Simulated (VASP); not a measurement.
# Fe (P6_3/mmc) in VASP: single point with LDA

Aim: the single point of Fe with LDA.

Everything below comes from runs of VASP 6.6.1. Logs are shortened: lines on timing, memory, paths and dates and some standing lists are left out, and cuts for length are marked.

## 1. The cell of the first run

Symmetry: P6_3/mmc, No. 194, hexagonal system. Conventional cell: a = 2.402 Å, b = 2.402 Å, c = 7.735 Å, α = 90.00°, β = 90.00°, γ = 120.00°. Within 3.1 Å of Fe (site symmetry -3m) lie 12 Fe at 2.38 to 2.40 Å. Fe (site symmetry -6m2) has 12 Fe at 2.38 to 2.40 Å within 3.1 Å.

## 2. Single point, LDA, collinear spin, ferromagnetic start

The input, INCAR:

```
PREC     = Accurate       # precision mode
ENCUT    = 520            # plane-wave cutoff, eV
EDIFF    = 1E-7           # SCF threshold, eV
ISMEAR   = -1             # smearing method
SIGMA    = 0.1            # smearing width, eV
LREAL    = F              # projectors in reciprocal space
LASPH    = T              # aspherical terms in the spheres
NELM     = 150            # most SCF steps
ALGO     = Normal         # electronic algorithm
ISIF     = 2              # what is computed and relaxed
LWAVE    = F              # write WAVECAR
LCHARG   = T              # write CHGCAR
ISPIN    = 2              # spin polarisation
MAGMOM   = 2.5 2.5 2.5 2.5 # initial moments
LORBIT   = 11             # projections on sites
LMAXMIX  = 4              # l up to which the mixer works
GGA      = CA             # functional
LELF     = T              # ELF
LVHAR    = T            
NBANDS   = 28             # bands
```

The input, KPOINTS:

```
Automatic mesh
0
Gamma
  15 15 4
```

The input, POSCAR:

```
Fe
1.0
    2.4023178578      0.0000000000      0.0000000000
   -1.2011589289      2.0804682928      0.0000000000
    0.0000000000      0.0000000000      7.7353302282
Fe
4
Direct
    0.0000000000      0.0000000000      0.0000000000
    0.0000000000      0.0000000000      0.5000000000
    0.3333333333      0.6666666667      0.2500000000
    0.6666666667      0.3333333333      0.7500000000
```

Potentials or basis: VASP PAW LDA potentials, release 64 (Fe).

On the command line:

```sh
> cat potpaw_LDA.64/Fe/POTCAR > POTCAR
> mpirun -np 1 vasp_std > vasp.out
```

OUTCAR:

```text
PREC = Accurate
   ENCUT = 520
   EDIFF = 1E-7
   ISMEAR = -1
   LREAL = F
   LASPH = T
   NELM = 150
   ISIF = 2
   ISPIN = 2
   LORBIT = 11
   GGA = CA

 ion  position               nearest neighbor table
   1  0.000  0.000  0.000-   3 2.38   4 2.38   3 2.38   4 2.38   4 2.38   3 2.38
   2  0.000  0.000  0.500-   3 2.38   4 2.38   3 2.38   4 2.38   4 2.38   3 2.38
   3  0.333  0.667  0.250-   1 2.38   2 2.38   1 2.38   2 2.38   1 2.38   2 2.38
   4  0.667  0.333  0.750-   1 2.38   2 2.38   1 2.38   2 2.38   1 2.38   2 2.38

  LATTYP: Found a hexagonal cell.
 ALAT       =     2.4023178578
 C/A-ratio  =     3.2199445228

  Lattice vectors:

 A1 = (   2.4023178578,   0.0000000000,   0.0000000000)
 A2 = (  -1.2011589289,   2.0804682928,   0.0000000000)
 A3 = (   0.0000000000,   0.0000000000,   7.7353302282)

Analysis of symmetry for initial positions (statically):
=====================================================================
 Subroutine PRICEL returns:
 Original cell was already a primitive cell.

 Routine SETGRP: Setting up the symmetry group for a
 hexagonal supercell.

 Subroutine GETGRP returns: Found 24 space group operations
 (whereof 12 operations were pure point group operations)
 out of a pool of 24 trial point group operations.

The static configuration has the point symmetry D_3d.
 The point group associated with its full space group is D_6h.

Analysis of symmetry for dynamics (positions and initial velocities):
=====================================================================
 Subroutine PRICEL returns:
 Original cell was already a primitive cell.

 Routine SETGRP: Setting up the symmetry group for a
 hexagonal supercell.

 Subroutine GETGRP returns: Found 24 space group operations
 (whereof 12 operations were pure point group operations)
 out of a pool of 24 trial point group operations.

The dynamic configuration has the point symmetry D_3d.
 The point group associated with its full space group is D_6h.

Analysis of structural, dynamic, and magnetic symmetry:
=====================================================================
 Subroutine PRICEL returns:
 Original cell was already a primitive cell.

 Routine SETGRP: Setting up the symmetry group for a
 hexagonal supercell.

 Subroutine GETGRP returns: Found 24 space group operations
 (whereof 12 operations were pure point group operations)
 out of a pool of 24 trial point group operations.

The overall configuration has the point symmetry D_3d.
 The point group associated with its full space group is D_6h.

 Subroutine INISYM returns: Found 24 space group operations
 (whereof 12 operations are pure point group operations),
 and found     1 'primitive' translations

----------------------------------------------------------------------------------------

                                     Primitive cell

  volume of cell :      38.6608

  direct lattice vectors                    reciprocal lattice vectors
     2.402317858  0.000000000  0.000000000     0.416264649  0.240330507  0.000000000
    -1.201158929  2.080468293  0.000000000     0.000000000  0.480661014  0.000000000
     0.000000000  0.000000000  7.735330228     0.000000000  0.000000000  0.129276963

  length of vectors
     2.402317858  2.402317858  7.735330228     0.480661014  0.480661014  0.129276963

  position of ions in fractional coordinates (direct lattice)
     0.000000000  0.000000000  0.000000000
     0.000000000  0.000000000  0.500000000
     0.333333333  0.666666667  0.250000000
     0.666666667  0.333333333  0.750000000

  ion indices of the primitive-cell ions
   primitive index   ion index
                 1           1
                 2           2
                 3           3
                 4           4

----------------------------------------------------------------------------------------

 KPOINTS: Automatic mesh

Automatic generation of k-mesh.
 Grid dimensions read from file:
 generate k-points for:   15   15    4

 Generating k-lattice:

  Cartesian coordinates                     Fractional coordinates (reciprocal lattice)
     0.027750977  0.016022034  0.000000000     0.066666667  0.000000000  0.000000000
     0.000000000  0.032044068  0.000000000     0.000000000  0.066666667  0.000000000
     0.000000000  0.000000000  0.032319241     0.000000000  0.000000000  0.250000000

  Length of vectors
     0.032044068  0.032044068  0.032319241

  Shift w.r.t. Gamma in fractional coordinates (k-lattice)
     0.000000000  0.000000000  0.000000000

 Subroutine IBZKPT returns following result:
 ===========================================

 Found     81 irreducible k-points:

 Following reciprocal coordinates:
            Coordinates               Weight
  0.000000  0.000000  0.000000      1.000000
  0.066667  0.000000  0.000000      6.000000
  0.133333  0.000000  0.000000      6.000000
  0.200000 -0.000000  0.000000      6.000000
  0.266667  0.000000  0.000000      6.000000
  0.333333  0.000000  0.000000      6.000000
[... 16 lines left out ...]
  0.333333  0.200000  0.000000     12.000000
  0.400000  0.200000  0.000000      6.000000
 [... further k-points ...]
   k-points           NKPTS =     81   k-points in BZ     NKDIM =     81   number of bands    NBANDS=     28
   number of dos      NEDOS =    301   number of ions     NIONS =      4
   total plane-waves  NPLWV =  19440
   dimension x,y,z NGX =    18 NGY =   18 NGZ =   60
   dimension x,y,z NGXF=    36 NGYF=   36 NGZF=  120
   ions per type =               4
   NGX,Y,Z   is equivalent  to a cutoff of  12.46, 12.46, 12.90 a.u.
   NGXF,Y,Z  is equivalent  to a cutoff of  24.91, 24.91, 25.79 a.u.
 SYSTEM =  unknown system
   PREC   = accura    normal or accurate (medium, high low for compatibility)
   ISTART =      0    job   : 0-new  1-cont  2-samecut
   ICHARG =      2    charge: 1-file 2-atom 10-const
   ISPIN  =      2    spin polarized calculation?
   LNONCOLLINEAR =      F non collinear calculations
   LSORBIT =      F    spin-orbit coupling
   LASPH  =      T    aspherical Exc in radial PAW
   ENCUT  =  520.0 eV  38.22 Ry    6.18 a.u.   4.47  4.47 14.38*2*pi/ulx,y,z
   NELM   =    150;   NELMIN=  2; NELMDL= -5     # of ELM steps
   EDIFF  = 0.1E-06   stopping-criterion for ELM
   LREAL  =      F    real-space projection
   EDIFFG = 0.1E-05   stopping-criterion for IOM
   NSW    =      0    number of steps for IOM
   IBRION =     -1    ionic relax: 0-MD 1-quasi-New 2-CG
   NFREE  =      0    steps in history (QN), initial steepest desc. (CG)
   ISIF   =      2    stress and relaxation
   ISYM   =      2    0-nonsym 1-usesym 2-fastsym
   POTIM  = 0.5000    time-step for ionic-motion
   TEBEG  =    0.0;   TEEND  =   0.0 temperature during run
   PSTRESS=    0.0 pullay stress
   NELECT =      32.0000    total number of electrons
   NUPDOWN=      -1.0000    fix difference up-down
   EMIN   =  10.00;   EMAX   =-10.00  energy-range for DOS
   EFERMI =   0.00;   METHOD = LEGACY
   ISMEAR =    -1;   SIGMA  =   0.10  broadening in eV -4-tet -1-fermi 0-gaus
   EFERMI_NEDOS =   21; number of points for ismear=-14 and -15
   IALGO  =     38    algorithm
   IMIX   =      4    mixing-type and parameters
     AMIX     =   0.40;   BMIX     =  1.00
     AMIX_MAG =   1.60;   BMIX_MAG =  1.00
  volume/ion in A,a.u.               =       9.67        65.22
  Fermi-wavevector in a.u.,A,eV,Ry     =   1.537097  2.904693 32.146049  2.362668
  Thomas-Fermi vector in A             =   2.643654
   LORBIT       =     11    0 simple, 1 ext, 2 COOP (PROOUT), +10 PAW based schemes
   GGA     = CA    functional components
   LHFCALC =     F    Hartree Fock is set to
   AEXX    =    0.0000 exact exchange contribution
   IVDW    =     0    specifies the selected vdW correction
   LEPSILON=     F    determine dielectric tensor
   LRPA    =     F    only Hartree local field effects (RPA)
 spin polarized calculation
  energy-cutoff  :      520.00
  volume of cell :       38.66
 maximum number of plane-waves:      1068
 NGX is ok and might be reduce to    18
   NGX =  9   NGY =  9   NGZ = 29

 number of electron      31.9999995 magnetization       0.0000992

 number of electron      31.9999995 magnetization      -0.0005496

 Free energy of the ion-electron system (eV)
  ---------------------------------------------------
  ext. energy  EPLUGINS =         0.00000000
  ---------------------------------------------------
  free energy    TOTEN  =       -37.50200148 eV

  energy without entropy =      -37.29806180  energy(sigma->0) =      -37.40003164

 E-fermi :   7.3799     XC(G=0): -14.3829

 val. band max:        7.3796296061   @ k =   0.4000   0.0667   0.2500
 cond. band min:       7.3846106498   @ k =   0.2667   0.2667   0.2500
 fundamental gap:      0.0049810438
 Fermi energy:         7.3798830210

 spin component 1

 k-point     1 :       0.0000    0.0000    0.0000
  band No.  band energies     occupation
      1      -1.7799      1.00000
      2       0.6654      1.00000
      3       0.6792      1.00000
      4       2.1391      1.00000
      5       5.0758      1.00000
      6       5.0774      1.00000
[... 20 lines left out ...]
     27      24.8333      0.00000
[... 691 lines left out ...]
      6       3.8483      1.00000
[... 20 lines left out ...]
     27      18.5534      0.00000
     28      20.6993      0.00000

 [... further k-points ...]

 spin component 2

 k-point     1 :       0.0000    0.0000    0.0000
  band No.  band energies     occupation
      1      -1.7800      1.00000
      2       0.6653      1.00000
      3       0.6791      1.00000
      4       2.1390      1.00000
      5       5.0757      1.00000
      6       5.0774      1.00000
[... 20 lines left out ...]
     27      24.8332      0.00000
[... 691 lines left out ...]
      6       3.8483      1.00000
[... 20 lines left out ...]
     27      18.5533      0.00000
     28      20.6992      0.00000

 [... further k-points ...]
[... 5 lines left out ...]
  --------------------------------------------------------------------------------------
  -------------------------------------------------------------------------------------
  Total       -0.6332768     -0.6332768     -0.6620533      0.0000000      0.0000000      0.0000000
  in kB      -26.2442251    -26.2442251    -27.4367780      0.0000000      0.0000000      0.0000000
  external PRESSURE =     -26.6417427 kB  Pullay stress =       0.0000000 kB

 VOLUME and BASIS-vectors are now :
 -----------------------------------------------------------------------------
  energy-cutoff  :      520.00
  volume of cell :       38.66
      direct lattice vectors                 reciprocal lattice vectors
     2.402317858  0.000000000  0.000000000     0.416264649  0.240330507  0.000000000
    -1.201158929  2.080468293  0.000000000     0.000000000  0.480661014  0.000000000
     0.000000000  0.000000000  7.735330228     0.000000000  0.000000000  0.129276963

 POSITION                                       TOTAL-FORCE (eV/Angst)
 -----------------------------------------------------------------------------------
      0.00000      0.00000      0.00000        -0.000000      0.000000      0.000000
      0.00000      0.00000      3.86767        -0.000000      0.000000      0.000000
     -0.00000      1.38698      1.93383         0.000000      0.000000      0.000000
      1.20116      0.69349      5.80150        -0.000000      0.000000     -0.000000
 -----------------------------------------------------------------------------------
    total drift:                                0.000000     -0.000000      0.000000

  FREE ENERGIE OF THE ION-ELECTRON SYSTEM (eV)
  ---------------------------------------------------
  free  energy   TOTEN  =       -37.5020014826 eV

  energy  without entropy=      -37.2980617956  energy(sigma->0) =      -37.40003164

 total charge

# of ion       s       p       d       tot
------------------------------------------
    1        0.566   0.684   6.408   7.657
    2        0.566   0.684   6.408   7.657
    3        0.565   0.687   6.407   7.659
    4        0.565   0.687   6.407   7.659
--------------------------------------------------
tot          2.261   2.741  25.631  30.632

 magnetization (x)

# of ion       s       p       d       tot
------------------------------------------
    1        0.000   0.000  -0.000  -0.000
    2        0.000   0.000  -0.000  -0.000
    3        0.000   0.000  -0.000  -0.000
    4        0.000   0.000  -0.000  -0.000
--------------------------------------------------
tot          0.000   0.000  -0.000  -0.000
```

Run time: 3.9 min. Hardware: 1 thread of Intel Xeon Platinum 8259CL at 2.50GHz (Skylake/Cascade Lake), shared host; peak memory 0.23 GiB.

Results:

* Free energy: -37.5020 eV
* Pressure: -2.7 GPa
* Band gap on the k mesh: zero (filled and empty bands overlap)
* Net moment: 0.00 μB per cell
* Valence electrons inside the program's atomic spheres: Fe 7.66

Stress tensor (GPa, compression positive):
```
-2.62  0.00  0.00
 0.00 -2.62  0.00
 0.00  0.00 -2.74
```

Caveat: the starting moments collapsed, and a magnetic state may lie lower.
